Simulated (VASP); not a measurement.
# BaZrO3 (Pm-3m) in VASP: a series of runs

BaZrO3 is run at these levels: PBEsol; tasks: single point.

Everything below comes from runs of VASP 6.6.1. Logs are shortened: lines on timing, memory, paths and dates and some standing lists are left out, and cuts for length are marked.

## Step 1: The cell of the first run

The structure is cubic, space group Pm-3m (No. 221). The conventional cell has a = 4.163 Å, b = 4.163 Å, c = 4.163 Å, α = 90.00°, β = 90.00°, γ = 90.00°. Ba (site symmetry m-3m) has 12 O at 2.94 Å and 8 Zr at 3.61 Å within 3.9 Å. Within 2.8 Å of Zr (site symmetry m-3m) lie 6 O at 2.08 Å. Within 2.8 Å of O (site symmetry 4/mmm) lie 2 Zr at 2.08 Å.

## Step 2: Single point, PBEsol

Contents of INCAR:

```
PREC = Accurate
ENCUT = 520
EDIFF = 1E-6
ISMEAR = -1
SIGMA = 0.05
LREAL = F
LASPH = T
NELM = 100
ALGO = Normal
ISIF = 2
LWAVE = F
LCHARG = F
GGA = PS
NBANDS = 28
```

Contents of KPOINTS:

```
Automatic mesh
0
Gamma
  6 6 6
```

Contents of POSCAR:

```
BaZrO3
1.0
    4.1632093537      0.0000000000      0.0000000000
    0.0000000000      4.1632093537      0.0000000000
    0.0000000000      0.0000000000      4.1632093537
Ba Zr O
1 1 3
Direct
    0.0000000000      0.0000000000      0.0000000000
    0.5000000000      0.5000000000      0.5000000000
    0.5000000000      0.5000000000      0.0000000000
    0.5000000000      0.0000000000      0.5000000000
    0.0000000000      0.5000000000      0.5000000000
```

Potentials or basis: VASP PAW PBE potentials, release 64 (Ba_sv, Zr_sv, O).

On the command line:

```bash
$ cat potpaw_PBE.64/Ba_sv/POTCAR potpaw_PBE.64/Zr_sv/POTCAR potpaw_PBE.64/O/POTCAR > POTCAR
$ mpirun -np 1 vasp_std > vasp.out
```

OUTCAR:

```text
PREC = Accurate
   ENCUT = 520
   EDIFF = 1E-6
   ISMEAR = -1
   LREAL = F
   LASPH = T
   NELM = 100
   ISIF = 2
   GGA = PS

 ion  position               nearest neighbor table
   1  0.000  0.000  0.000-   3 2.94   4 2.94   5 2.94   4 2.94   5 2.94   3 2.94   5 2.94   5 2.94
                             3 2.94   4 2.94   4 2.94   3 2.94   2 3.61   2 3.61   2 3.61   2 3.61
   2  0.500  0.500  0.500-   3 2.08   4 2.08   5 2.08   3 2.08   4 2.08   5 2.08   1 3.61   1 3.61
                             1 3.61   1 3.61   1 3.61   1 3.61   1 3.61   1 3.61
   3  0.500  0.500  0.000-   2 2.08   2 2.08   1 2.94   1 2.94   1 2.94   1 2.94
   4  0.500  0.000  0.500-   2 2.08   2 2.08   1 2.94   1 2.94   1 2.94   1 2.94
   5  0.000  0.500  0.500-   2 2.08   2 2.08   1 2.94   1 2.94   1 2.94   1 2.94

  LATTYP: Found a simple cubic cell.
 ALAT       =     4.1632093537

  Lattice vectors:

 A1 = (   4.1632093537,   0.0000000000,   0.0000000000)
 A2 = (   0.0000000000,   4.1632093537,   0.0000000000)
 A3 = (   0.0000000000,   0.0000000000,   4.1632093537)

Analysis of symmetry for initial positions (statically):
=====================================================================
 Subroutine PRICEL returns:
 Original cell was already a primitive cell.

 Routine SETGRP: Setting up the symmetry group for a
 simple cubic supercell.

 Subroutine GETGRP returns: Found 48 space group operations
 (whereof 48 operations were pure point group operations)
 out of a pool of 48 trial point group operations.

The static configuration has the point symmetry O_h .

Analysis of symmetry for dynamics (positions and initial velocities):
=====================================================================
 Subroutine PRICEL returns:
 Original cell was already a primitive cell.

 Routine SETGRP: Setting up the symmetry group for a
 simple cubic supercell.

 Subroutine GETGRP returns: Found 48 space group operations
 (whereof 48 operations were pure point group operations)
 out of a pool of 48 trial point group operations.

The dynamic configuration has the point symmetry O_h .

 Subroutine INISYM returns: Found 48 space group operations
 (whereof 48 operations are pure point group operations),
 and found     1 'primitive' translations

----------------------------------------------------------------------------------------

                                     Primitive cell

  volume of cell :      72.1580

  direct lattice vectors                    reciprocal lattice vectors
     4.163209354  0.000000000  0.000000000     0.240199307  0.000000000  0.000000000
     0.000000000  4.163209354  0.000000000     0.000000000  0.240199307  0.000000000
     0.000000000  0.000000000  4.163209354     0.000000000  0.000000000  0.240199307

  length of vectors
     4.163209354  4.163209354  4.163209354     0.240199307  0.240199307  0.240199307

  position of ions in fractional coordinates (direct lattice)
     0.000000000  0.000000000  0.000000000
     0.500000000  0.500000000  0.500000000
     0.500000000  0.500000000  0.000000000
     0.500000000  0.000000000  0.500000000
     0.000000000  0.500000000  0.500000000

  ion indices of the primitive-cell ions
   primitive index   ion index
                 1           1
                 2           2
                 3           3
                 4           4
                 5           5

----------------------------------------------------------------------------------------

 KPOINTS: Automatic mesh

Automatic generation of k-mesh.
 Grid dimensions read from file:
 generate k-points for:    6    6    6

 Generating k-lattice:

  Cartesian coordinates                     Fractional coordinates (reciprocal lattice)
     0.040033218  0.000000000  0.000000000     0.166666667  0.000000000  0.000000000
     0.000000000  0.040033218  0.000000000     0.000000000  0.166666667  0.000000000
     0.000000000  0.000000000  0.040033218     0.000000000  0.000000000  0.166666667

  Length of vectors
     0.040033218  0.040033218  0.040033218

  Shift w.r.t. Gamma in fractional coordinates (k-lattice)
     0.000000000  0.000000000  0.000000000

 Subroutine IBZKPT returns following result:
 ===========================================

 Found     20 irreducible k-points:

 Following reciprocal coordinates:
            Coordinates               Weight
  0.000000  0.000000  0.000000      1.000000
  0.166667  0.000000  0.000000      6.000000
  0.333333  0.000000  0.000000      6.000000
  0.500000  0.000000  0.000000      3.000000
  0.166667  0.166667  0.000000     12.000000
  0.333333  0.166667  0.000000     24.000000
[... 12 lines left out ...]
  0.500000  0.500000  0.333333      6.000000
  0.500000  0.500000  0.500000      1.000000
   k-points           NKPTS =     20   k-points in BZ     NKDIM =     20   number of bands    NBANDS=     28
   number of dos      NEDOS =    301   number of ions     NIONS =      5
   total plane-waves  NPLWV =  32768
   dimension x,y,z NGX =    32 NGY =   32 NGZ =   32
   dimension x,y,z NGXF=    64 NGYF=   64 NGZF=   64
   ions per type =               1   1   3
   NGX,Y,Z   is equivalent  to a cutoff of  12.78, 12.78, 12.78 a.u.
   NGXF,Y,Z  is equivalent  to a cutoff of  25.56, 25.56, 25.56 a.u.
 SYSTEM =  unknown system
   PREC   = accura    normal or accurate (medium, high low for compatibility)
   ISTART =      0    job   : 0-new  1-cont  2-samecut
   ICHARG =      2    charge: 1-file 2-atom 10-const
   ISPIN  =      1    spin polarized calculation?
   LNONCOLLINEAR =      F non collinear calculations
   LSORBIT =      F    spin-orbit coupling
   LASPH  =      T    aspherical Exc in radial PAW
   ENCUT  =  520.0 eV  38.22 Ry    6.18 a.u.   7.74  7.74  7.74*2*pi/ulx,y,z
   NELM   =    100;   NELMIN=  2; NELMDL= -5     # of ELM steps
   EDIFF  = 0.1E-05   stopping-criterion for ELM
   LREAL  =      F    real-space projection
   EDIFFG = 0.1E-04   stopping-criterion for IOM
   NSW    =      0    number of steps for IOM
   IBRION =     -1    ionic relax: 0-MD 1-quasi-New 2-CG
   NFREE  =      0    steps in history (QN), initial steepest desc. (CG)
   ISIF   =      2    stress and relaxation
   ISYM   =      2    0-nonsym 1-usesym 2-fastsym
   POTIM  = 0.5000    time-step for ionic-motion
   TEBEG  =    0.0;   TEEND  =   0.0 temperature during run
   PSTRESS=    0.0 pullay stress
   NELECT =      40.0000    total number of electrons
   NUPDOWN=      -1.0000    fix difference up-down
   EMIN   =  10.00;   EMAX   =-10.00  energy-range for DOS
   EFERMI =   0.00;   METHOD = LEGACY
   ISMEAR =    -1;   SIGMA  =   0.05  broadening in eV -4-tet -1-fermi 0-gaus
   EFERMI_NEDOS =   21; number of points for ismear=-14 and -15
   IALGO  =     38    algorithm
   IMIX   =      4    mixing-type and parameters
     AMIX     =   0.40;   BMIX     =  1.00
     AMIX_MAG =   1.60;   BMIX_MAG =  1.00
  volume/ion in A,a.u.               =      14.43        97.39
  Fermi-wavevector in a.u.,A,eV,Ry     =   1.344827  2.541355 24.606966  1.808561
  Thomas-Fermi vector in A             =   2.472790
   LORBIT       =      0    0 simple, 1 ext, 2 COOP (PROOUT), +10 PAW based schemes
   GGA     = PS    functional components
   LHFCALC =     F    Hartree Fock is set to
   AEXX    =    0.0000 exact exchange contribution
   IVDW    =     0    specifies the selected vdW correction
   LEPSILON=     F    determine dielectric tensor
   LRPA    =     F    only Hartree local field effects (RPA)
 non-spin polarized calculation
  energy-cutoff  :      520.00
  volume of cell :       72.16
 maximum number of plane-waves:      1980
 NGX is ok and might be reduce to    32
   NGX = 15   NGY = 15   NGZ = 15

 number of electron      40.0000011 magnetization

 Free energy of the ion-electron system (eV)
  ---------------------------------------------------
  ext. energy  EPLUGINS =         0.00000000
  ---------------------------------------------------
  free energy    TOTEN  =       -43.60701702 eV

  energy without entropy =      -43.60701702  energy(sigma->0) =      -43.60701702

 E-fermi :   4.9210     XC(G=0): -11.1245

 val. band max:        3.7802523030   @ k =   0.5000   0.5000   0.5000
 cond. band min:       6.9274823631   @ k =   0.0000   0.0000   0.0000
 fundamental gap:      3.1472300601
 Fermi energy:         4.9210404975

 k-point     1 :       0.0000    0.0000    0.0000
  band No.  band energies     occupation
      1     -42.9696      2.00000
      2     -21.4013      2.00000
      3     -21.2090      2.00000
      4     -21.2090      2.00000
      5     -21.2090      2.00000
      6     -12.5431      2.00000
[... 20 lines left out ...]
     27      11.4628      0.00000
     28      11.4628      0.00000

 k-point     2 :       0.1667    0.0000    0.0000
  band No.  band energies     occupation
      1     -42.9687      2.00000
      2     -21.4742      2.00000
      3     -21.2070      2.00000
      4     -21.2070      2.00000
      5     -21.1904      2.00000
      6     -12.5570      2.00000
[... 20 lines left out ...]
     27      11.4644      0.00000
     28      12.0730      0.00000

 k-point     3 :       0.3333    0.0000    0.0000
  band No.  band energies     occupation
      1     -42.9667      2.00000
      2     -21.6095      2.00000
      3     -21.2030      2.00000
      4     -21.2030      2.00000
      5     -21.1568      2.00000
      6     -12.6799      2.00000
[... 20 lines left out ...]
     27      11.4614      0.00000
     28      11.7077      0.00000

 k-point     4 :       0.5000    0.0000    0.0000
  band No.  band energies     occupation
      1     -42.9658      2.00000
      2     -21.6737      2.00000
      3     -21.2010      2.00000
      4     -21.2010      2.00000
      5     -21.1406      2.00000
      6     -12.7473      2.00000
[... 20 lines left out ...]
     27      11.4506      0.00000
     28      12.4037      0.00000

 k-point     5 :       0.1667    0.1667    0.0000
  band No.  band energies     occupation
      1     -42.9677      2.00000
      2     -21.4919      2.00000
      3     -21.2801      2.00000
      4     -21.2050      2.00000
      5     -21.1548      2.00000
      6     -12.5066      2.00000
[... 20 lines left out ...]
     27      11.9034      0.00000
     28      11.9969      0.00000

 k-point     6 :       0.3333    0.1667    0.0000
  band No.  band energies     occupation
      1     -42.9658      2.00000
      2     -21.5812      2.00000
      3     -21.2938      2.00000
      4     -21.2011      2.00000
      5     -21.1556      2.00000
      6     -12.5591      2.00000
[... 339 lines left out ...]
      5     -21.2308      2.00000
      6     -11.7138      2.00000
[... 20 lines left out ...]
     27      12.1545      0.00000
     28      12.1545      0.00000

 k-point    18 :       0.5000    0.3333    0.3333
  band No.  band energies     occupation
      1     -42.9600      2.00000
      2     -21.4943      2.00000
      3     -21.4082      2.00000
      4     -21.4057      2.00000
      5     -21.2550      2.00000
      6     -11.6516      2.00000
[... 20 lines left out ...]
     27      12.1334      0.00000
     28      12.8515      0.00000

 k-point    19 :       0.5000    0.5000    0.3333
  band No.  band energies     occupation
      1     -42.9591      2.00000
      2     -21.4732      2.00000
      3     -21.4732      2.00000
      4     -21.4043      2.00000
      5     -21.2640      2.00000
      6     -11.5476      2.00000
[... 20 lines left out ...]
     27      12.4068      0.00000
     28      13.2074      0.00000

 k-point    20 :       0.5000    0.5000    0.5000
  band No.  band energies     occupation
      1     -42.9581      2.00000
      2     -21.4703      2.00000
      3     -21.4703      2.00000
      4     -21.4703      2.00000
      5     -21.2537      2.00000
      6     -11.2361      2.00000
[... 20 lines left out ...]
     27      13.0781      0.00000
     28      13.0781      0.00000

------------------------ aborting loop because EDIFF is reached ----------------------------------------

  FORCE on cell =-STRESS in cart. coord.  units (eV):
  Direction    XX          YY          ZZ          XY          YZ          ZX
  --------------------------------------------------------------------------------------
  -------------------------------------------------------------------------------------
  Total        1.5028408      1.5028408      1.5028408      0.0000000      0.0000000     -0.0000000
  in kB       33.3686625     33.3686625     33.3686625      0.0000000      0.0000000     -0.0000000
  external PRESSURE =      33.3686625 kB  Pullay stress =       0.0000000 kB

 VOLUME and BASIS-vectors are now :
 -----------------------------------------------------------------------------
  energy-cutoff  :      520.00
  volume of cell :       72.16
      direct lattice vectors                 reciprocal lattice vectors
     4.163209354  0.000000000  0.000000000     0.240199307  0.000000000  0.000000000
     0.000000000  4.163209354  0.000000000     0.000000000  0.240199307  0.000000000
     0.000000000  0.000000000  4.163209354     0.000000000  0.000000000  0.240199307

 POSITION                                       TOTAL-FORCE (eV/Angst)
 -----------------------------------------------------------------------------------
      0.00000      0.00000      0.00000         0.000000      0.000000      0.000000
      2.08160      2.08160      2.08160         0.000000      0.000000      0.000000
      2.08160      2.08160      0.00000         0.000000      0.000000      0.000000
      2.08160      0.00000      2.08160         0.000000      0.000000      0.000000
      0.00000      2.08160      2.08160         0.000000      0.000000      0.000000
 -----------------------------------------------------------------------------------
    total drift:                                0.000000     -0.000000     -0.000000

  FREE ENERGIE OF THE ION-ELECTRON SYSTEM (eV)
  ---------------------------------------------------
  free  energy   TOTEN  =       -43.6070170152 eV

  energy  without entropy=      -43.6070170152  energy(sigma->0) =      -43.60701702
```

Wall time 63 s (1 thread of Intel Xeon 8259CL, shared host); peak memory 0.2 GiB.

What came out:

```
Free energy            : -43.6070 eV
Pressure               : 3.3 GPa
Band gap on the k mesh : 3.15 eV (least direct gap 3.34 eV)
```

Caveat: the cell stands under pressure; the PAW data sets were made with another functional, which shifts forces and pressure a little; spin-orbit coupling is left out, which moves the levels of the heavy elements. A k mesh can miss the band edges.

(Continued in part 2 of 2.)
